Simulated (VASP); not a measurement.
# Hf (I4/mmm) in VASP: further runs

Runs on Hf. Level: PBE. Tasks: single point.

All numbers are computed with VASP 6.6.1; they aren't measurements. Logs are shortened: lines on timing, memory, paths and dates and some standing lists are left out, and cuts for length are marked.

## (1) The cell of the first run

It takes space group I4/mmm (No. 139, tetragonal). The conventional cell has a = 4.784 Å, b = 4.784 Å, c = 5.618 Å, α = 90.00°, β = 90.00°, γ = 90.00°. Hf (site symmetry m2m) has 2 Hf at 1.48 Å within 2.0 Å.

The cell was generated, and may not be a known phase.

## (2) Single point, PBE

Input file INCAR:

```
PREC = Accurate ; ENCUT = 520
EDIFF = 1E-6 ; ISMEAR = 0
SIGMA = 0.1 ; LREAL = False
LASPH = True ; NELM = 100
ALGO = Normal ; ISIF = 2
LWAVE = False ; LCHARG = False
GGA = PE ; NBANDS = 28
```

Input file KPOINTS:

```
Automatic mesh
0
Gamma
  6 6 6
```

Input file POSCAR:

```
Hf
1.0
   -2.3919642200      2.3919642200      2.8092076500
    2.3919642200     -2.3919642200      2.8092076500
    2.3919642200      2.3919642200     -2.8092076500
Hf
4
Direct
    0.5000000000      0.2809019900      0.7809019900
    0.5000000000      0.7190980100      0.2190980100
    0.7190980100      0.5000000000      0.2190980100
    0.2809019900      0.5000000000      0.7809019900
```

Potentials or basis: VASP PAW PBE potentials, release 64 (Hf_pv).

Launch:

```sh
$ cat potpaw_PBE.64/Hf_pv/POTCAR > POTCAR
$ mpirun -np 1 vasp_std > vasp.out
```

OUTCAR:

```text
PREC = Accurate
   ENCUT = 520
   EDIFF = 1E-6
   ISMEAR = 0
   LREAL = False
   LASPH = True
   NELM = 100
   ISIF = 2
   GGA = PE

 ion  position               nearest neighbor table
   1  0.500  0.281  0.781-   3 1.48   4 1.48   2 2.10   2 2.69   3 3.39   4 3.39   4 3.39   3 3.39
                             2 3.70   2 3.70   2 3.70   2 3.70
   2  0.500  0.719  0.219-   3 1.48   4 1.48   1 2.10   1 2.69   4 3.39   4 3.39   3 3.39   3 3.39
                             1 3.70   1 3.70   1 3.70   1 3.70
   3  0.719  0.500  0.219-   1 1.48   2 1.48   4 2.10   4 2.69   1 3.39   1 3.39   2 3.39   2 3.39
                             4 3.70   4 3.70   4 3.70   4 3.70
   4  0.281  0.500  0.781-   1 1.48   2 1.48   3 2.10   3 2.69   2 3.39   1 3.39   1 3.39   2 3.39
                             3 3.70   3 3.70   3 3.70   3 3.70

 -----------------------------------------------------------------------------
|                                                                             |
|           W    W    AA    RRRRR   N    N  II  N    N   GGGG   !!!           |
|           W    W   A  A   R    R  NN   N  II  NN   N  G    G  !!!           |
|           W    W  A    A  R    R  N N  N  II  N N  N  G       !!!           |
|           W WW W  AAAAAA  RRRRR   N  N N  II  N  N N  G  GGG   !            |
|           WW  WW  A    A  R   R   N   NN  II  N   NN  G    G                |
|           W    W  A    A  R    R  N    N  II  N    N   GGGG   !!!           |
|                                                                             |
|     The distance between some ions is very small. Please check the          |
|     nearest-neighbor list in the OUTCAR file.                               |
|     I HOPE YOU KNOW WHAT YOU ARE DOING!                                     |
|                                                                             |
 -----------------------------------------------------------------------------

  LATTYP: Found a body centered tetragonal cell.
 ALAT       =     4.7839284400
 C/A-ratio  =     1.1744354813

  Lattice vectors:

 A1 = (  -2.3919642200,   2.3919642200,   2.8092076500)
 A2 = (   2.3919642200,  -2.3919642200,   2.8092076500)
 A3 = (   2.3919642200,   2.3919642200,  -2.8092076500)

Analysis of symmetry for initial positions (statically):
=====================================================================
 Subroutine PRICEL returns:
 Original cell was already a primitive cell.

 Routine SETGRP: Setting up the symmetry group for a
 body centered tetragonal supercell.

 Subroutine GETGRP returns: Found 16 space group operations
 (whereof 16 operations were pure point group operations)
 out of a pool of 16 trial point group operations.

The static configuration has the point symmetry D_4h.

Analysis of symmetry for dynamics (positions and initial velocities):
=====================================================================
 Subroutine PRICEL returns:
 Original cell was already a primitive cell.

 Routine SETGRP: Setting up the symmetry group for a
 body centered tetragonal supercell.

 Subroutine GETGRP returns: Found 16 space group operations
 (whereof 16 operations were pure point group operations)
 out of a pool of 16 trial point group operations.

The dynamic configuration has the point symmetry D_4h.

 Subroutine INISYM returns: Found 16 space group operations
 (whereof 16 operations are pure point group operations),
 and found     1 'primitive' translations

----------------------------------------------------------------------------------------

                                     Primitive cell

  volume of cell :      64.2914

  direct lattice vectors                    reciprocal lattice vectors
    -2.391964220  2.391964220  2.809207650     0.000000000  0.209033227  0.177986131
     2.391964220 -2.391964220  2.809207650     0.209033227  0.000000000  0.177986131
     2.391964220  2.391964220 -2.809207650     0.209033227  0.209033227  0.000000000

  length of vectors
     4.397116473  4.397116473  4.397116473     0.274543171  0.274543171  0.295617625

  position of ions in fractional coordinates (direct lattice)
     0.500000000  0.280901990  0.780901990
     0.500000000  0.719098010  0.219098010
     0.719098010  0.500000000  0.219098010
     0.280901990  0.500000000  0.780901990

  ion indices of the primitive-cell ions
   primitive index   ion index
                 1           1
                 2           2
                 3           3
                 4           4

----------------------------------------------------------------------------------------

 KPOINTS: Automatic mesh

Automatic generation of k-mesh.
 Grid dimensions read from file:
 generate k-points for:    6    6    6

 Generating k-lattice:

  Cartesian coordinates                     Fractional coordinates (reciprocal lattice)
     0.000000000  0.034838871  0.029664355     0.166666667  0.000000000  0.000000000
     0.034838871  0.000000000  0.029664355     0.000000000  0.166666667  0.000000000
     0.034838871  0.034838871  0.000000000     0.000000000  0.000000000  0.166666667

  Length of vectors
     0.045757195  0.045757195  0.049269604

  Shift w.r.t. Gamma in fractional coordinates (k-lattice)
     0.000000000  0.000000000  0.000000000

 Subroutine IBZKPT returns following result:
 ===========================================

 Found     30 irreducible k-points:

 Following reciprocal coordinates:
            Coordinates               Weight
  0.000000  0.000000  0.000000      1.000000
  0.166667 -0.000000  0.000000      8.000000
  0.333333 -0.000000  0.000000      8.000000
  0.500000 -0.000000  0.000000      4.000000
  0.166667  0.166667  0.000000      8.000000
  0.333333  0.166667  0.000000     16.000000
[... 16 lines left out ...]
 -0.333333 -0.333333  0.166667      8.000000
 -0.166667 -0.333333  0.166667      8.000000
 [... further k-points ...]
   k-points           NKPTS =     30   k-points in BZ     NKDIM =     30   number of bands    NBANDS=     28
   number of dos      NEDOS =    301   number of ions     NIONS =      4
   total plane-waves  NPLWV =  46656
   dimension x,y,z NGX =    36 NGY =   36 NGZ =   36
   dimension x,y,z NGXF=    72 NGYF=   72 NGZF=   72
   ions per type =               4
   NGX,Y,Z   is equivalent  to a cutoff of  13.61, 13.61, 13.61 a.u.
   NGXF,Y,Z  is equivalent  to a cutoff of  27.22, 27.22, 27.22 a.u.
 SYSTEM =  unknown system
   PREC   = accura    normal or accurate (medium, high low for compatibility)
   ISTART =      0    job   : 0-new  1-cont  2-samecut
   ICHARG =      2    charge: 1-file 2-atom 10-const
   ISPIN  =      1    spin polarized calculation?
   LNONCOLLINEAR =      F non collinear calculations
   LSORBIT =      F    spin-orbit coupling
   LASPH  =      T    aspherical Exc in radial PAW
   ENCUT  =  520.0 eV  38.22 Ry    6.18 a.u.   8.18  8.18  8.18*2*pi/ulx,y,z
   NELM   =    100;   NELMIN=  2; NELMDL= -5     # of ELM steps
   EDIFF  = 0.1E-05   stopping-criterion for ELM
   LREAL  =      F    real-space projection
   EDIFFG = 0.1E-04   stopping-criterion for IOM
   NSW    =      0    number of steps for IOM
   IBRION =     -1    ionic relax: 0-MD 1-quasi-New 2-CG
   NFREE  =      0    steps in history (QN), initial steepest desc. (CG)
   ISIF   =      2    stress and relaxation
   ISYM   =      2    0-nonsym 1-usesym 2-fastsym
   POTIM  = 0.5000    time-step for ionic-motion
   TEBEG  =    0.0;   TEEND  =   0.0 temperature during run
   PSTRESS=    0.0 pullay stress
   NELECT =      40.0000    total number of electrons
   NUPDOWN=      -1.0000    fix difference up-down
   EMIN   =  10.00;   EMAX   =-10.00  energy-range for DOS
   EFERMI =   0.00;   METHOD = LEGACY
   ISMEAR =     0;   SIGMA  =   0.10  broadening in eV -4-tet -1-fermi 0-gaus
   EFERMI_NEDOS =   21; number of points for ismear=-14 and -15
   IALGO  =     38    algorithm
   IMIX   =      4    mixing-type and parameters
     AMIX     =   0.40;   BMIX     =  1.00
     AMIX_MAG =   1.60;   BMIX_MAG =  1.00
  volume/ion in A,a.u.               =      16.07       108.47
  Fermi-wavevector in a.u.,A,eV,Ry     =   1.397581  2.641046 26.575357  1.953234
  Thomas-Fermi vector in A             =   2.520824
   LORBIT       =      0    0 simple, 1 ext, 2 COOP (PROOUT), +10 PAW based schemes
   GGA     = PE    functional components
   LHFCALC =     F    Hartree Fock is set to
   AEXX    =    0.0000 exact exchange contribution
   IVDW    =     0    specifies the selected vdW correction
   LEPSILON=     F    determine dielectric tensor
   LRPA    =     F    only Hartree local field effects (RPA)
 non-spin polarized calculation
 Gauss-broadening in eV      SIGMA  =   0.10
  energy-cutoff  :      520.00
  volume of cell :       64.29
 maximum number of plane-waves:      1762
 NGX is ok and might be reduce to    36
   NGX = 17   NGY = 17   NGZ = 17

 number of electron      40.0000003 magnetization

 Free energy of the ion-electron system (eV)
  ---------------------------------------------------
  ext. energy  EPLUGINS =         0.00000000
  ---------------------------------------------------
  free energy    TOTEN  =        97.72295747 eV

  energy without entropy =       97.74236984  energy(sigma->0) =       97.73266365

 E-fermi :   6.0349     XC(G=0): -11.8398

 val. band max:        6.0279693855   @ k =   0.5000   0.5000   0.1667
 cond. band min:       6.0390267502   @ k =  -0.1667   0.3333   0.1667
 fundamental gap:      0.0110573647
 Fermi energy:         6.0348634862

 k-point     1 :       0.0000    0.0000    0.0000
  band No.  band energies     occupation
      1     -40.2949      2.00000
      2     -38.0627      2.00000
      3     -33.7001      2.00000
      4     -33.7001      2.00000
      5     -32.9536      2.00000
      6     -26.7872      2.00000
[... 20 lines left out ...]
     27       9.6436      0.00000
     28       9.8607      0.00000

 k-point     2 :       0.1667   -0.0000    0.0000
  band No.  band energies     occupation
      1     -40.2565      2.00000
      2     -38.0614      2.00000
      3     -33.7622      2.00000
      4     -33.6956      2.00000
      5     -32.9673      2.00000
      6     -26.7915      2.00000
[... 674 lines left out ...]
 k-point    24 :      -0.1667   -0.3333    0.1667
  band No.  band energies     occupation
      1     -40.2408      2.00000
      2     -38.0501      2.00000
      3     -33.7576      2.00000
      4     -33.6907      2.00000
      5     -33.0179      2.00000
      6     -26.7512      2.00000
[... 20 lines left out ...]
     27      12.2109      0.00000
     28      12.2680      0.00000

 [... further k-points ...]

------------------------ aborting loop because EDIFF is reached ----------------------------------------

  FORCE on cell =-STRESS in cart. coord.  units (eV):
  Direction    XX          YY          ZZ          XY          YZ          ZX
  --------------------------------------------------------------------------------------
  -------------------------------------------------------------------------------------
  Total      422.3877709    422.3877709     -0.9185711      0.0000000     -0.0000000      0.0000000
  in kB    10526.1299317  10526.1299317    -22.8912839      0.0000000     -0.0000000      0.0000000
  external PRESSURE =    7009.7895265 kB  Pullay stress =       0.0000000 kB

 VOLUME and BASIS-vectors are now :
 -----------------------------------------------------------------------------
  energy-cutoff  :      520.00
  volume of cell :       64.29
      direct lattice vectors                 reciprocal lattice vectors
    -2.391964220  2.391964220  2.809207650     0.000000000  0.209033227  0.177986131
     2.391964220 -2.391964220  2.809207650     0.209033227  0.000000000  0.177986131
     2.391964220  2.391964220 -2.809207650     0.209033227  0.209033227  0.000000000

 POSITION                                       TOTAL-FORCE (eV/Angst)
 -----------------------------------------------------------------------------------
      1.34382      2.39196      0.00000      -197.438331     -0.000000      0.000000
      1.04815     -0.00000      2.80921       197.438331     -0.000000      0.000000
     -0.00000      1.04815      2.80921         0.000000    197.438331      0.000000
      2.39196      1.34382      0.00000         0.000000   -197.438331      0.000000
 -----------------------------------------------------------------------------------
    total drift:                                0.000000      0.000000     -0.000000

  FREE ENERGIE OF THE ION-ELECTRON SYSTEM (eV)
  ---------------------------------------------------
  free  energy   TOTEN  =        97.7229574661 eV

  energy  without entropy=       97.7423698384  energy(sigma->0) =       97.73266365
```

It took 55 s on 1 thread of Intel Xeon Platinum 8259CL at 2.50GHz (Skylake/Cascade Lake), shared host; peak memory 0.21 GiB.

The run converged, but its numbers aren't listed here, since they failed a check.

Caveat: atoms lie so close that the PAW spheres overlap strongly, which falsifies energies and pressures; the stress differs along the axes, from -2 to 1053 GPa; spin-orbit coupling is left out, which moves the levels of the heavy elements; forces of over 1 eV/Å act on the atoms, so gaps and moduli don't describe the material at rest.

## (3) Single point, PBE

This run uses another cell than the first one, of 23.95 Å³/atom.

Input file INCAR:

```
SYSTEM = Hf
PREC = Accurate ; ENCUT = 520
EDIFF = 1E-6 ; ISMEAR = 0
SIGMA = 0.1 ; LREAL = .FALSE.
LASPH = .TRUE. ; NELM = 100
ALGO = Fast ; ISIF = 2
LWAVE = .FALSE. ; LCHARG = .TRUE.
GGA = PE ; LELF = .TRUE.
LVHAR = .TRUE. ; NBANDS = 28
```

Input file KPOINTS:

```
Automatic mesh
0
G
  6 6 6
  0 0 0
```

Input file POSCAR:

```
Hf
1.0
   -3.8839195470      3.8839195470      1.5874759598
    3.8839195470     -3.8839195470      1.5874759598
    3.8839195470      3.8839195470     -1.5874759598
Hf
4
Direct
    0.5000000000      0.2286307625      0.7286307625
    0.5000000000      0.7713692375      0.2713692375
    0.7713692375      0.5000000000      0.2713692375
    0.2286307625      0.5000000000      0.7286307625
```

Potentials or basis: VASP PAW PBE potentials, release 64 (Hf_pv).

Launch:

```sh
$ cat potpaw_PBE.64/Hf_pv/POTCAR > POTCAR
$ mpirun -np 1 vasp_std > vasp.out
```

Wall time 2.6 min (1 thread of Intel Xeon Platinum 8259CL at 2.50GHz (Skylake/Cascade Lake), shared host); peak memory 0.33 GiB.

It converged, with:

```
Free energy            : -38.0107 eV
Pressure               : -0.5 GPa
Largest force          : 0.020 eV/Å
Band gap on the k mesh : zero (bands 20 and 21 overlap by 1.43 eV)
```

Forces on the atoms (eV/Å):
```
Hf  -0.020  0.000  0.000
Hf   0.020  0.000  0.000
Hf   0.000  0.020  0.000
Hf   0.000 -0.020  0.000
```

Stress tensor (GPa, compression positive):
```
-0.46  0.00  0.00
 0.00 -0.46  0.00
 0.00  0.00 -0.60
```

Levels at points of the mesh, in eV from the Fermi level:
```
           k point  band 18  band 19  band 20  band 21  band 22  band 23
(0.00, 0.00, 0.00)    -0.86     0.14     0.46     0.87     0.87     1.06
(0.50, 0.00, 0.00)    -1.23    -0.62    -0.36     0.01     0.34     1.37
(0.50, 0.50, 0.00)    -1.55    -1.23     0.38     0.47     0.71     1.40
(0.50, 0.50, 0.50)    -0.98    -0.98     0.51     0.69     1.08     1.10
```

Caveat: spin-orbit coupling is left out, which moves the levels of the heavy elements.

## (4) Single point, PBE

This run uses another cell than the first one, of 23.90 Å³/atom.

Input file INCAR:

```
ALGO     = Fast           # electronic algorithm
EDIFF    = 1E-6           # SCF threshold, eV
ENCUT    = 520            # plane-wave cutoff, eV
GGA      = PE             # functional
ISIF     = 2              # what is computed and relaxed
ISMEAR   = 0              # smearing method
LASPH    = T              # aspherical terms in the spheres
LCHARG   = F              # write CHGCAR
LREAL    = F              # projectors in reciprocal space
LWAVE    = F              # write WAVECAR
NBANDS   = 28             # bands
NELM     = 80             # most SCF steps
PREC     = Accurate       # precision mode
SIGMA    = 0.1            # smearing width, eV
```

Input file KPOINTS:

```
k-points
0
Gamma
  16 16 16
```

Input file POSCAR:

```
Hf
1.0
   -3.8809263123      3.8809263123      1.5868000300
    3.8809263123     -3.8809263123      1.5868000300
    3.8809263123      3.8809263123     -1.5868000300
Hf
4
Direct
    0.5000000000      0.2288262692      0.7288262692
    0.5000000000      0.7711737308      0.2711737308
    0.7711737308      0.5000000000      0.2711737308
    0.2288262692      0.5000000000      0.7288262692
```

Launch:

```sh
$ cat potpaw_PBE.64/Hf_pv/POTCAR > POTCAR
$ mpirun -np 1 vasp_std > vasp.out
```

Wall time 71 min (1 thread of Intel Xeon 8259CL, shared host); peak memory 0.74 GiB.

It converged, with:

* Free energy: -38.0014 eV
* Pressure: -0.3 GPa
* Largest force: 0.029 eV/Å
* Band gap on the k mesh: zero (bands 20 and 21 overlap by 1.43 eV)

Forces on the atoms (eV/Å):
```
Hf  -0.029  0.000  0.000
Hf   0.029  0.000  0.000
Hf   0.000  0.029  0.000
Hf   0.000 -0.029  0.000
```

Stress tensor (GPa, compression positive):
```
-0.38  0.00  0.00
 0.00 -0.38  0.00
 0.00  0.00 -0.30
```

Levels at points of the mesh, in eV from the Fermi level:
| k point | band 18 | band 19 | band 20 | band 21 | band 22 | band 23 |
| --- | --- | --- | --- | --- | --- | --- |
| (0.00, 0.00, 0.00) | -0.89 | 0.12 | 0.43 | 0.84 | 0.84 | 1.02 |
| (0.50, 0.00, 0.00) | -1.26 | -0.64 | -0.39 | -0.02 | 0.31 | 1.35 |
| (0.50, 0.50, 0.00) | -1.58 | -1.26 | 0.35 | 0.45 | 0.67 | 1.37 |
| (0.50, 0.50, 0.50) | -1.01 | -1.01 | 0.50 | 0.66 | 1.05 | 1.08 |

Caveat: spin-orbit coupling is left out, which moves the levels of the heavy elements.
